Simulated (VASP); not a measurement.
# Ni (Pm-3m) in VASP: notebook

Runs on Ni. Level: r2SCAN. Tasks: single point.

Program: VASP 6.6.1. These are calculated values, not measurements. Logs are shortened: lines on timing, memory, paths and dates and some standing lists are left out, and cuts for length are marked.

### Step 1. The cell of the first run

The structure is cubic, space group Pm-3m (No. 221). Conventional cell: a = 2.261 Å, b = 2.261 Å, c = 2.261 Å, α = 90.00°, β = 90.00°, γ = 90.00°. Ni (site symmetry m-3m) has 6 Ni at 2.26 Å within 3.0 Å.

This isn't the form of Ni at room conditions, which is fcc.

### Step 2. Single point, r2SCAN (11.56 Å³/atom)

The input, POSCAR:

```
Ni
1.0
    2.2611230918      0.0000000000      0.0000000000
    0.0000000000      2.2611230918      0.0000000000
    0.0000000000      0.0000000000      2.2611230918
Ni
1
Direct
    0.0000000000      0.0000000000      0.0000000000
```

The input, INCAR.step1:

```
PREC     = Accurate       # precision mode
ENCUT    = 520            # plane-wave cutoff, eV
ISMEAR   = -1             # smearing method
SIGMA    = 0.1            # smearing width, eV
LREAL    = False          # projectors in reciprocal space
LASPH    = True           # aspherical terms in the spheres
NELM     = 100            # most SCF steps
NBANDS   = 11             # bands
GGA      = PE             # functional
ALGO     = Normal         # electronic algorithm
EDIFF    = 1E-4           # SCF threshold, eV
LWAVE    = True           # write WAVECAR
LCHARG   = False          # write CHGCAR
```

The input, INCAR.step2:

```
PREC     = Accurate       # precision mode
ENCUT    = 520            # plane-wave cutoff, eV
EDIFF    = 1E-6           # SCF threshold, eV
ISMEAR   = -1             # smearing method
SIGMA    = 0.1            # smearing width, eV
LREAL    = False          # projectors in reciprocal space
LASPH    = True           # aspherical terms in the spheres
NELM     = 100            # most SCF steps
ALGO     = Normal         # electronic algorithm
ISIF     = 2              # what is computed and relaxed
LWAVE    = False          # write WAVECAR
LCHARG   = False          # write CHGCAR
METAGGA  = R2SCAN         # meta-GGA
LMIXTAU  = True         
NBANDS   = 11             # bands
ISTART   = 1
```

The input, KPOINTS:

```
Automatic mesh
0
Gamma
  15 15 15
```

Potentials or basis: VASP PAW PBE potentials, release 64 (Ni).

Launch:

```
> cat potpaw_PBE.64/Ni/POTCAR > POTCAR
> cp INCAR.step1 INCAR
> mpirun -np 1 vasp_std > vasp.out
> cp INCAR.step2 INCAR
> mpirun -np 1 vasp_std > vasp.out
```

OUTCAR:

```text
PREC = Accurate
   ENCUT = 520
   EDIFF = 1E-6
   ISMEAR = -1
   LREAL = False
   LASPH = True
   NELM = 100
   ISIF = 2
   METAGGA = R2SCAN
   ISTART = 1

 ion  position               nearest neighbor table
   1  0.000  0.000  0.000-

  LATTYP: Found a simple cubic cell.
 ALAT       =     2.2611230918

  Lattice vectors:

 A1 = (   2.2611230918,   0.0000000000,   0.0000000000)
 A2 = (   0.0000000000,   2.2611230918,   0.0000000000)
 A3 = (   0.0000000000,   0.0000000000,   2.2611230918)

Analysis of symmetry for initial positions (statically):
=====================================================================
 Subroutine PRICEL returns:
 Original cell was already a primitive cell.

 Routine SETGRP: Setting up the symmetry group for a
 simple cubic supercell.

 Subroutine GETGRP returns: Found 48 space group operations
 (whereof 48 operations were pure point group operations)
 out of a pool of 48 trial point group operations.

The static configuration has the point symmetry O_h .

Analysis of symmetry for dynamics (positions and initial velocities):
=====================================================================
 Subroutine PRICEL returns:
 Original cell was already a primitive cell.

 Routine SETGRP: Setting up the symmetry group for a
 simple cubic supercell.

 Subroutine GETGRP returns: Found 48 space group operations
 (whereof 48 operations were pure point group operations)
 out of a pool of 48 trial point group operations.

The dynamic configuration has the point symmetry O_h .

 Subroutine INISYM returns: Found 48 space group operations
 (whereof 48 operations are pure point group operations),
 and found     1 'primitive' translations

----------------------------------------------------------------------------------------

                                     Primitive cell

  volume of cell :      11.5604

  direct lattice vectors                    reciprocal lattice vectors
     2.261123092  0.000000000  0.000000000     0.442258099  0.000000000  0.000000000
     0.000000000  2.261123092  0.000000000     0.000000000  0.442258099  0.000000000
     0.000000000  0.000000000  2.261123092     0.000000000  0.000000000  0.442258099

  length of vectors
     2.261123092  2.261123092  2.261123092     0.442258099  0.442258099  0.442258099

  position of ions in fractional coordinates (direct lattice)
     0.000000000  0.000000000  0.000000000

  ion indices of the primitive-cell ions
   primitive index   ion index
                 1           1

----------------------------------------------------------------------------------------

 KPOINTS: Automatic mesh

Automatic generation of k-mesh.
 Grid dimensions read from file:
 generate k-points for:   15   15   15

 Generating k-lattice:

  Cartesian coordinates                     Fractional coordinates (reciprocal lattice)
     0.029483873  0.000000000  0.000000000     0.066666667  0.000000000  0.000000000
     0.000000000  0.029483873  0.000000000     0.000000000  0.066666667  0.000000000
     0.000000000  0.000000000  0.029483873     0.000000000  0.000000000  0.066666667

  Length of vectors
     0.029483873  0.029483873  0.029483873

  Shift w.r.t. Gamma in fractional coordinates (k-lattice)
     0.000000000  0.000000000  0.000000000

 Subroutine IBZKPT returns following result:
 ===========================================

 Found    120 irreducible k-points:

 Following reciprocal coordinates:
            Coordinates               Weight
  0.000000  0.000000  0.000000      1.000000
  0.066667  0.000000  0.000000      6.000000
  0.133333  0.000000  0.000000      6.000000
  0.200000  0.000000  0.000000      6.000000
  0.266667  0.000000  0.000000      6.000000
  0.333333  0.000000  0.000000      6.000000
[... 16 lines left out ...]
  0.266667  0.200000  0.000000     24.000000
  0.333333  0.200000  0.000000     24.000000
 [... further k-points ...]
   k-points           NKPTS =    120   k-points in BZ     NKDIM =    120   number of bands    NBANDS=     11
   number of dos      NEDOS =    301   number of ions     NIONS =      1
   total plane-waves  NPLWV =   5832
   dimension x,y,z NGX =    18 NGY =   18 NGZ =   18
   dimension x,y,z NGXF=    36 NGYF=   36 NGZF=   36
   ions per type =               1
   NGX,Y,Z   is equivalent  to a cutoff of  13.23, 13.23, 13.23 a.u.
   NGXF,Y,Z  is equivalent  to a cutoff of  26.47, 26.47, 26.47 a.u.
 SYSTEM =  unknown system
   PREC   = accura    normal or accurate (medium, high low for compatibility)
   ISTART =      1    job   : 0-new  1-cont  2-samecut
   ICHARG =      0    charge: 1-file 2-atom 10-const
   ISPIN  =      1    spin polarized calculation?
   LNONCOLLINEAR =      F non collinear calculations
   LSORBIT =      F    spin-orbit coupling
   LASPH  =      T    aspherical Exc in radial PAW
   ENCUT  =  520.0 eV  38.22 Ry    6.18 a.u.   4.20  4.20  4.20*2*pi/ulx,y,z
   NELM   =    100;   NELMIN=  2; NELMDL=  0     # of ELM steps
   EDIFF  = 0.1E-05   stopping-criterion for ELM
   LREAL  =      F    real-space projection
   EDIFFG = 0.1E-04   stopping-criterion for IOM
   NSW    =      0    number of steps for IOM
   IBRION =     -1    ionic relax: 0-MD 1-quasi-New 2-CG
   NFREE  =      0    steps in history (QN), initial steepest desc. (CG)
   ISIF   =      2    stress and relaxation
   ISYM   =      2    0-nonsym 1-usesym 2-fastsym
   POTIM  = 0.5000    time-step for ionic-motion
   TEBEG  =    0.0;   TEEND  =   0.0 temperature during run
   PSTRESS=    0.0 pullay stress
   NELECT =      10.0000    total number of electrons
   NUPDOWN=      -1.0000    fix difference up-down
   EMIN   =  10.00;   EMAX   =-10.00  energy-range for DOS
   EFERMI =   0.00;   METHOD = LEGACY
   ISMEAR =    -1;   SIGMA  =   0.10  broadening in eV -4-tet -1-fermi 0-gaus
   EFERMI_NEDOS =   21; number of points for ismear=-14 and -15
   IALGO  =     38    algorithm
   IMIX   =      4    mixing-type and parameters
     AMIX     =   0.40;   BMIX     =  1.00
     AMIX_MAG =   1.60;   BMIX_MAG =  1.00
  volume/ion in A,a.u.               =      11.56        78.01
  Fermi-wavevector in a.u.,A,eV,Ry     =   1.559854  2.947697 33.104942  2.433145
  Thomas-Fermi vector in A             =   2.663152
   LORBIT       =      0    0 simple, 1 ext, 2 COOP (PROOUT), +10 PAW based schemes
   METAGGA = R2SCAN    functional components
   LHFCALC =     F    Hartree Fock is set to
   AEXX    =    0.0000 exact exchange contribution
   IVDW    =     0    specifies the selected vdW correction
   LEPSILON=     F    determine dielectric tensor
   LRPA    =     F    only Hartree local field effects (RPA)
 non-spin polarized calculation
  energy-cutoff  :      520.00
  volume of cell :       11.56
 maximum number of plane-waves:       320
 NGX is ok and might be reduce to    18
   NGX =  9   NGY =  9   NGZ =  9

 number of electron       9.9999995 magnetization

 Free energy of the ion-electron system (eV)
  ---------------------------------------------------
  ext. energy  EPLUGINS =         0.00000000
  ---------------------------------------------------
  free energy    TOTEN  =       -11.15501794 eV

  energy without entropy =      -11.08928116  energy(sigma->0) =      -11.12214955

 E-fermi :   8.3290     XC(G=0): -13.7343

 val. band max:        8.3246718977   @ k =   0.1333   0.0667   0.0000
 cond. band min:       8.3300320316   @ k =   0.4000   0.3333   0.3333
 fundamental gap:      0.0053601338
 Fermi energy:         8.3290121266

 k-point     1 :       0.0000    0.0000    0.0000
  band No.  band energies     occupation
      1      -0.3528      2.00000
      2       4.5901      2.00000
      3       4.5901      2.00000
      4       8.3615      0.83905
      5       8.3615      0.83904
      6       8.3615      0.83904
      7      29.9155      0.00000
      8      29.9155      0.00000
      9      29.9155      0.00000
     10      33.7440      0.00000
     11      33.7440      0.00000

 k-point     2 :       0.0667    0.0000    0.0000
  band No.  band energies     occupation
      1      -0.2074      2.00000
      2       4.6117      2.00000
      3       4.6588      2.00000
      4       8.3040      1.12442
      5       8.3040      1.12441
      6       8.3661      0.81685
      7      27.9768      0.00000
      8      30.1128      0.00000
      9      30.1128      0.00000
     10      33.7707      0.00000
     11      35.1462      0.00000

 k-point     3 :       0.1333    0.0000    0.0000
  band No.  band energies     occupation
      1       0.2203      2.00000
      2       4.6731      2.00000
      3       4.8583      2.00000
      4       8.1442      1.72770
      5       8.1443      1.72769
      6       8.3790      0.75503
      7      24.9135      0.00000
      8      30.6927      0.00000
      9      30.6927      0.00000
     10      33.8513      0.00000
     11      36.3318      0.00000

 k-point     4 :       0.2000    0.0000    0.0000
  band No.  band energies     occupation
      1       0.9026      2.00000
      2       4.7646      2.00000
      3       5.1709      2.00000
      4       7.9158      1.96841
      5       7.9158      1.96841
      6       8.3982      0.66745
      7      21.8715      0.00000
      8      31.6229      0.00000
      9      31.6229      0.00000
     10      33.9854      0.00000
     11      36.8347      0.00000
[... 239 lines left out ...]
 k-point    22 :       0.2000    0.2000    0.0000
  band No.  band energies     occupation
      1       2.0623      2.00000
      2       5.1018      2.00000
      3       5.6136      2.00000
      4       7.5195      1.99939
      5       7.9224      1.96628
      6       8.0225      1.91087
      7      22.1829      0.00000
      8      24.1597      0.00000
      9      33.2744      0.00000
     10      35.7975      0.00000
     11      40.0049      0.00000

 k-point    23 :       0.2667    0.2000    0.0000
  band No.  band energies     occupation
      1       2.8307      2.00000
      2       5.2142      2.00000
      3       5.9643      2.00000
      4       7.4464      1.99971
      5       7.7204      1.99546
      6       8.0155      1.91663
      7      19.9283      0.00000
      8      24.4709      0.00000
      9      34.4760      0.00000
     10      36.1683      0.00000
     11      37.4164      0.00000

 k-point    24 :       0.3333    0.2000    0.0000
  band No.  band energies     occupation
      1       3.6284      2.00000
      2       5.2874      2.00000
      3       6.1489      2.00000
      4       7.5012      1.99949
      5       7.7950      1.99046
      6       8.0423      1.89236
      7      17.3811      0.00000
      8      25.5364      0.00000
      9      34.8677      0.00000
     10      35.9386      0.00000
     11      36.6887      0.00000

 [... further k-points ...]
[... 5 lines left out ...]
  --------------------------------------------------------------------------------------
  -------------------------------------------------------------------------------------
  Total        0.5576390      0.5576390      0.5576390      0.0000000      0.0000000      0.0000000
  in kB       77.2842692     77.2842692     77.2842692      0.0000000      0.0000000      0.0000000
  external PRESSURE =      77.2842692 kB  Pullay stress =       0.0000000 kB

 VOLUME and BASIS-vectors are now :
 -----------------------------------------------------------------------------
  energy-cutoff  :      520.00
  volume of cell :       11.56
      direct lattice vectors                 reciprocal lattice vectors
     2.261123092  0.000000000  0.000000000     0.442258099  0.000000000  0.000000000
     0.000000000  2.261123092  0.000000000     0.000000000  0.442258099  0.000000000
     0.000000000  0.000000000  2.261123092     0.000000000  0.000000000  0.442258099

 POSITION                                       TOTAL-FORCE (eV/Angst)
 -----------------------------------------------------------------------------------
      0.00000      0.00000      0.00000         0.000000      0.000000      0.000000
 -----------------------------------------------------------------------------------
    total drift:                                0.000000      0.000000      0.000000

  FREE ENERGIE OF THE ION-ELECTRON SYSTEM (eV)
  ---------------------------------------------------
  free  energy   TOTEN  =       -11.1550179397 eV

  energy  without entropy=      -11.0892811630  energy(sigma->0) =      -11.12214955
```

Wall time 1.7 min (1 thread of Intel Xeon 8259CL, shared host); peak memory 0.13 GiB.

What came out:

| Property | Result |
| --- | --- |
| Free energy | -11.1550 eV |
| Pressure | 7.7 GPa |
| Band gap on the k mesh | zero (bands 5 and 6 overlap by 1.47 eV) |

Caveat: the cell stands under pressure; the PAW data sets were made with another functional, which shifts forces and pressure a little; the run has no spin polarisation, though such a crystal can be magnetic. Spin polarisation is off, so any magnetic state and its effect on volume and gap are missing.

(Continued in part 2 of 2.)
